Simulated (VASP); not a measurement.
# Ti5Si in VASP: relaxation of the atoms with LDA

Aim: the relaxation of the atoms of Ti5Si with LDA.

Program: VASP 6.6.1. These are calculated values, not measurements. Logs are shortened: lines on timing, memory, paths and dates and some standing lists are left out, and cuts for length are marked.

## (1) The cell of the first run

The cell holds a slab with vacuum, 6 atoms: a = 2.864 Å, b = 2.864 Å, c = 24.491 Å, α = 90.00°, β = 90.00°, γ = 120.00°.

## (2) Relaxation of the atoms, LDA

Contents of INCAR:

```
ALGO     = Normal         # electronic algorithm
DIPOL    = 0.5 0.5 0.398
EDIFF    = 1E-7           # SCF threshold, eV
EDIFFG   = -0.025         # ionic threshold
ENCUT    = 520            # plane-wave cutoff, eV
GGA      = CA             # functional
IBRION   = 2              # ionic algorithm
IDIPOL   = 3            
ISIF     = 2              # what is computed and relaxed
ISMEAR   = 0              # smearing method
LASPH    = T              # aspherical terms in the spheres
LCHARG   = F              # write CHGCAR
LDIPOL   = T            
LREAL    = F              # projectors in reciprocal space
LWAVE    = F              # write WAVECAR
NELM     = 100            # most SCF steps
NSW      = 36             # ionic steps
PREC     = Accurate       # precision mode
SIGMA    = 0.1            # smearing width, eV
```

Contents of KPOINTS:

```
k-points
0
Gamma
  9 9 1
```

Contents of POSCAR:

```
Ti5Si
1.0
    2.8641158409      0.0000000000      0.0000000000
   -1.4320579204      2.4803970776      0.0000000000
    0.0000000000      0.0000000000     24.4912645050
Ti Si
5 1
Selective dynamics
Direct
    0.6666666667      0.3333333333      0.1633235393  F F F
    0.3333333333      0.6666666667      0.2559152254  F F F
    0.6666666667      0.3333333333      0.3495151210  F F F
    0.3333333333      0.6666666667      0.4443907924  F F F
    0.6666666667      0.3333333333      0.5304448246  F F F
    0.6666666667      0.3333333333      0.6415048313  F F T
```

Potentials or basis: VASP PAW LDA potentials, release 64 (Ti_sv, Si).

Launch:

```console
$ cat potpaw_LDA.64/Ti_sv/POTCAR potpaw_LDA.64/Si/POTCAR > POTCAR
$ mpirun -np 1 vasp_std > vasp.out
```

OUTCAR:

```text
EDIFF = 1E-7
   EDIFFG = -0.025
   ENCUT = 520
   GGA = CA
   IBRION = 2
   ISIF = 2
   ISMEAR = 0
   LASPH = T
   LREAL = F
   NELM = 100
   NSW = 36
   PREC = Accurate

 ion  position               nearest neighbor table
   1  0.667  0.333  0.163-   2 2.81   2 2.81   2 2.81
   2  0.333  0.667  0.256-   1 2.81   1 2.81   1 2.81   3 2.83   3 2.83   3 2.83
   3  0.667  0.333  0.350-   2 2.83   2 2.83   2 2.83   4 2.85   4 2.85   4 2.85
   4  0.333  0.667  0.444-   5 2.68   5 2.68   5 2.68   3 2.85   3 2.85   3 2.85
   5  0.667  0.333  0.530-   4 2.68   4 2.68   4 2.68   6 2.72
   6  0.667  0.333  0.642-   5 2.72

  LATTYP: Found a hexagonal cell.
 ALAT       =     2.8641158409
 C/A-ratio  =     8.5510733034

  Lattice vectors:

 A1 = (   2.8641158409,   0.0000000000,   0.0000000000)
 A2 = (  -1.4320579204,   2.4803970776,   0.0000000000)
 A3 = (   0.0000000000,   0.0000000000,  24.4912645050)

Analysis of symmetry for initial positions (statically):
=====================================================================
 Subroutine PRICEL returns:
 Original cell was already a primitive cell.

 Routine SETGRP: Setting up the symmetry group for a
 hexagonal supercell.

 Subroutine GETGRP returns: Found  6 space group operations
 (whereof  6 operations were pure point group operations)
 out of a pool of 24 trial point group operations.

The static configuration has the point symmetry C_3v.

Analysis of symmetry for dynamics (positions and initial velocities):
=====================================================================
 Subroutine PRICEL returns:
 Original cell was already a primitive cell.

 Routine SETGRP: Setting up the symmetry group for a
 hexagonal supercell.

 Subroutine GETGRP returns: Found  6 space group operations
 (whereof  6 operations were pure point group operations)
 out of a pool of 24 trial point group operations.

The dynamic configuration has the point symmetry C_3v.

Analysis of constrained symmetry for selective dynamics:
=====================================================================
 Subroutine PRICEL returns:
 Original cell was already a primitive cell.

 Routine SETGRP: Setting up the symmetry group for a
 hexagonal supercell.

 Subroutine GETGRP returns: Found  6 space group operations
 (whereof  6 operations were pure point group operations)
 out of a pool of 24 trial point group operations.

The constrained configuration has the point symmetry C_3v.

 Subroutine INISYM returns: Found  6 space group operations
 (whereof  6 operations are pure point group operations),
 and found     1 'primitive' translations

----------------------------------------------------------------------------------------

                                     Primitive cell

  volume of cell :     173.9895

  direct lattice vectors                    reciprocal lattice vectors
     2.864115841  0.000000000  0.000000000     0.349147889  0.201580628  0.000000000
    -1.432057920  2.480397078  0.000000000     0.000000000  0.403161256  0.000000000
     0.000000000  0.000000000 24.491264505     0.000000000  0.000000000  0.040830885

  length of vectors
     2.864115841  2.864115841 24.491264505     0.403161256  0.403161256  0.040830885

  position of ions in fractional coordinates (direct lattice)
     0.666666667  0.333333333  0.163323539
     0.333333333  0.666666667  0.255915225
     0.666666667  0.333333333  0.349515121
     0.333333333  0.666666667  0.444390792
     0.666666667  0.333333333  0.530444825
     0.666666667  0.333333333  0.641504831

  ion indices of the primitive-cell ions
   primitive index   ion index
                 1           1
                 2           2
                 3           3
                 4           4
                 5           5
[... 44 lines left out ...]
   total plane-waves  NPLWV = 110592
   dimension x,y,z NGX =    24 NGY =   24 NGZ =  192
   dimension x,y,z NGXF=    48 NGYF=   48 NGZF=  384
   ions per type =               5   1
   NGX,Y,Z   is equivalent  to a cutoff of  13.93, 13.93, 13.03 a.u.
   NGXF,Y,Z  is equivalent  to a cutoff of  27.86, 27.86, 26.07 a.u.
 SYSTEM =  unknown system
   PREC   = accura    normal or accurate (medium, high low for compatibility)
   ISTART =      0    job   : 0-new  1-cont  2-samecut
   ICHARG =      2    charge: 1-file 2-atom 10-const
   ISPIN  =      1    spin polarized calculation?
   LNONCOLLINEAR =      F non collinear calculations
   LSORBIT =      F    spin-orbit coupling
   LASPH  =      T    aspherical Exc in radial PAW
   ENCUT  =  520.0 eV  38.22 Ry    6.18 a.u.   5.33  5.33 45.54*2*pi/ulx,y,z
   NELM   =    100;   NELMIN=  2; NELMDL= -5     # of ELM steps
   EDIFF  = 0.1E-06   stopping-criterion for ELM
   LREAL  =      F    real-space projection
   EDIFFG = -.3E-01   stopping-criterion for IOM
   NSW    =     36    number of steps for IOM
   IBRION =      2    ionic relax: 0-MD 1-quasi-New 2-CG
   NFREE  =      1    steps in history (QN), initial steepest desc. (CG)
   ISIF   =      2    stress and relaxation
   ISYM   =      2    0-nonsym 1-usesym 2-fastsym
   POTIM  = 0.5000    time-step for ionic-motion
   TEBEG  =    0.0;   TEEND  =   0.0 temperature during run
   PSTRESS=    0.0 pullay stress
   NELECT =      64.0000    total number of electrons
   NUPDOWN=      -1.0000    fix difference up-down
   EMIN   =  10.00;   EMAX   =-10.00  energy-range for DOS
   EFERMI =   0.00;   METHOD = LEGACY
   ISMEAR =     0;   SIGMA  =   0.10  broadening in eV -4-tet -1-fermi 0-gaus
   EFERMI_NEDOS =   21; number of points for ismear=-14 and -15
   IALGO  =     38    algorithm
   IMIX   =      4    mixing-type and parameters
     AMIX     =   0.40;   BMIX     =  1.00
     AMIX_MAG =   1.60;   BMIX_MAG =  1.00
  volume/ion in A,a.u.               =      29.00       195.69
  Fermi-wavevector in a.u.,A,eV,Ry     =   1.172989  2.216627 18.720289  1.375902
  Thomas-Fermi vector in A             =   2.309409
   LORBIT       =      0    0 simple, 1 ext, 2 COOP (PROOUT), +10 PAW based schemes
   GGA     = CA    functional components
   LHFCALC =     F    Hartree Fock is set to
   AEXX    =    0.0000 exact exchange contribution
   IVDW    =     0    specifies the selected vdW correction
   LEPSILON=     F    determine dielectric tensor
   LRPA    =     F    only Hartree local field effects (RPA)
 conjugate gradient relaxation of ions
 non-spin polarized calculation
 Gauss-broadening in eV      SIGMA  =   0.10
  energy-cutoff  :      520.00
  volume of cell :      173.99
 maximum number of plane-waves:      4747
 NGX is ok and might be reduce to    24
   NGX = 11   NGY = 11   NGZ = 91

--------------------------------------- Ionic step        1  -------------------------------------------

 number of electron      64.0000008 magnetization

 Free energy of the ion-electron system (eV)
  ---------------------------------------------------
  ext. energy  EPLUGINS =         0.00000000
  ---------------------------------------------------
  free energy    TOTEN  =       -46.40297503 eV

  energy without entropy =      -46.35602590  energy(sigma->0) =      -46.37950047

------------------------ aborting loop because EDIFF is reached ----------------------------------------

  FORCE on cell =-STRESS in cart. coord.  units (eV):
  Direction    XX          YY          ZZ          XY          YZ          ZX
  --------------------------------------------------------------------------------------
  -------------------------------------------------------------------------------------
  Total       -3.3648396     -3.3648396     -2.3476320     -0.0000000     -0.0000000      0.0000000
  in kB      -30.9850318    -30.9850318    -21.6181037     -0.0000000     -0.0000000      0.0000000
  external PRESSURE =     -27.8627224 kB  Pullay stress =       0.0000000 kB
[... 141 lines left out ...]
  FREE ENERGIE OF THE ION-ELECTRON SYSTEM (eV)
  ---------------------------------------------------
  free  energy   TOTEN  =       -46.4171920436 eV

  energy  without entropy=      -46.3735509922  energy(sigma->0) =      -46.39537152

 dipolmoment           0.000000      0.000000     -0.007535 electrons x Angstroem

--------------------------------------- Ionic step        5  -------------------------------------------

 number of electron      64.0000008 magnetization

------------------------ aborting loop because EDIFF is reached ----------------------------------------

 vacuum level on the upper side and lower side of the slab       (xc-potential included)        -0.099        -0.322

  FORCE on cell =-STRESS in cart. coord.  units (eV):
  Direction    XX          YY          ZZ          XY          YZ          ZX
  --------------------------------------------------------------------------------------
  -------------------------------------------------------------------------------------
  Total       -3.2167439     -3.2167439     -0.6641530     -0.0000000      0.0000000      0.0000000
  in kB      -29.6212973    -29.6212973     -6.1158341     -0.0000000      0.0000000      0.0000000
  external PRESSURE =     -21.7861429 kB  Pullay stress =       0.0000000 kB
[... 27 lines left out ...]
--------------------------------------- Ionic step        6  -------------------------------------------

 number of electron      64.0000008 magnetization

 dipolmoment           0.000000      0.000000      0.007420 electrons x Angstroem

 Free energy of the ion-electron system (eV)
  ---------------------------------------------------
  ext. energy  EPLUGINS =         0.00000000
  ---------------------------------------------------
  free energy    TOTEN  =       -46.46935654 eV

  energy without entropy =      -46.42222280  energy(sigma->0) =      -46.44578967

 E-fermi :   2.8967     XC(G=0):  -7.4783

 val. band max:        2.8931904130   @ k =   0.2222   0.1111   0.0000
 cond. band min:       2.9096145593   @ k =   0.3333   0.2222   0.0000
 fundamental gap:      0.0164241463
 Fermi energy:         2.8966579946

 k-point     1 :       0.0000    0.0000    0.0000
  band No.  band energies     occupation
      1     -53.2660      2.00000
      2     -53.1378      2.00000
      3     -53.0646      2.00000
      4     -52.9885      2.00000
      5     -52.9313      2.00000
      6     -30.1694      2.00000
[... 481 lines left out ...]
     37       3.1545      0.00027
     38       3.4292      0.00000

------------------------ aborting loop because EDIFF is reached ----------------------------------------

 vacuum level on the upper side and lower side of the slab       (xc-potential included)         0.084        -0.245

  FORCE on cell =-STRESS in cart. coord.  units (eV):
  Direction    XX          YY          ZZ          XY          YZ          ZX
  --------------------------------------------------------------------------------------
  -------------------------------------------------------------------------------------
  Total       -3.1998965     -3.1998965     -0.4951687     -0.0000000      0.0000000      0.0000000
  in kB      -29.4661578    -29.4661578     -4.5597476     -0.0000000      0.0000000      0.0000000
  external PRESSURE =     -21.1640211 kB  Pullay stress =       0.0000000 kB
[... 21 lines left out ...]
  FREE ENERGIE OF THE ION-ELECTRON SYSTEM (eV)
  ---------------------------------------------------
  free  energy   TOTEN  =       -46.4693565437 eV

  energy  without entropy=      -46.4222228027  energy(sigma->0) =      -46.44578967

 reached required accuracy - stopping structural energy minimisation

 vacuum level on the upper side and lower side of the slab         7.755         7.420
```

It took 17 min on 1 thread of Intel Xeon Platinum 8259CL at 2.50GHz (Skylake/Cascade Lake), shared host; peak memory 0.28 GiB.

What came out:

| Quantity | Value |
| --- | --- |
| Free energy | -46.4694 eV |
| Energy gained by relaxing | 11.1 meV/atom |
| Ionic steps | 6 |
| Band gap on the k mesh | zero (bands 32 and 33 overlap by 0.96 eV) |

Step by step:
```tsv
step	energy change (eV)	largest force on free atoms (eV/Å)	pressure (GPa)
1	0.0000	0.6528	-2.79
2	-0.0193	0.5713	-2.70
3	-0.0591	0.2520	-2.36
4	-0.0142	0.8528	-1.37
5	-0.0660	0.0627	-2.18
6	-0.0664	0.0022	-2.12
```

Final structure:
```xyz
6
Lattice="2.8641 0.0000 0.0000 -1.4321 2.4804 0.0000 0.0000 0.0000 24.4913" Properties=species:S:1:pos:R:3 pbc="T T T"
Ti    1.4321    0.8268    4.0000
Ti    0.0000    1.6536    6.2677
Ti    1.4321    0.8268    8.5601
Ti    0.0000    1.6536   10.8837
Ti    1.4321    0.8268   12.9913
Si    1.4321    0.8268   15.5289
```
